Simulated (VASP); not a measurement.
Set up this calculation in VASP 6.6.1, as the native input.

| Quantity | Value |
| --- | --- |
| Task | single point |
| Functional | PBE |
| Potentials or basis | VASP PAW PBE potentials, release 64 (C) |
| Cutoff | 520 eV |
| k mesh | 12 × 12 × 2 |
| Occupations | gaussian, width 0.02 eV |
| Spin | no spin polarisation |
| Dipole correction | no |
| Further INCAR settings | LREAL = Auto; ALGO = Normal; EDIFF = 1e-07; NBANDS = 46 |

The structure of C lies in POSCAR:

```
C
1.0
    2.4702072333      0.0000000000      0.0000000000
   -1.2351036167      2.1392622166      0.0000000000
    0.0000000000      0.0000000000     16.2157097378
C
16
Direct
    0.0000000000      0.0000000000      0.0467038745
    0.0000000000      0.0000000000      0.5467038745
    0.0000000000      0.0000000000      0.4532961255
    0.0000000000      0.0000000000      0.9532961255
    0.3333333333      0.6666666667      0.0778855402
    0.6666666667      0.3333333333      0.5778855402
    0.3333333333      0.6666666667      0.4221144598
    0.6666666667      0.3333333333      0.9221144598
    0.3333333333      0.6666666667      0.1712294232
    0.6666666667      0.3333333333      0.6712294232
    0.3333333333      0.6666666667      0.3287705768
    0.6666666667      0.3333333333      0.8287705768
    0.3333333333      0.6666666667      0.7973650141
    0.6666666667      0.3333333333      0.2973650141
    0.3333333333      0.6666666667      0.7026349859
    0.6666666667      0.3333333333      0.2026349859
```

These files were run (other wordings do the same):

INCAR

```
PREC = Accurate
ENCUT = 520
EDIFF = 1E-7
ISMEAR = 0
SIGMA = 0.02
LREAL = Auto
LASPH = T
NELM = 100
ALGO = Normal
ISIF = 2
LWAVE = F
LCHARG = F
GGA = PE
NBANDS = 46
```

KPOINTS

```
Automatic mesh
0
Gamma
  12 12 2
```

Potentials or basis: VASP PAW PBE potentials, release 64 (C).

Run with:

```bash
$ cat potpaw_PBE.64/C/POTCAR > POTCAR
$ mpirun -np 1 vasp_std > vasp.out
```

It gave:

* Pressure: 30.8 GPa
* Largest force: 0.008 eV/Å
* Band gap on the k mesh: 4.55 eV (least direct gap 5.56 eV)

Caveat: the cell stands under pressure.

Wall time 94 s on 1 thread of Intel(R) Xeon(R) 6975P-C (Granite Rapids), with other jobs on the host, peak memory 0.23 GiB.
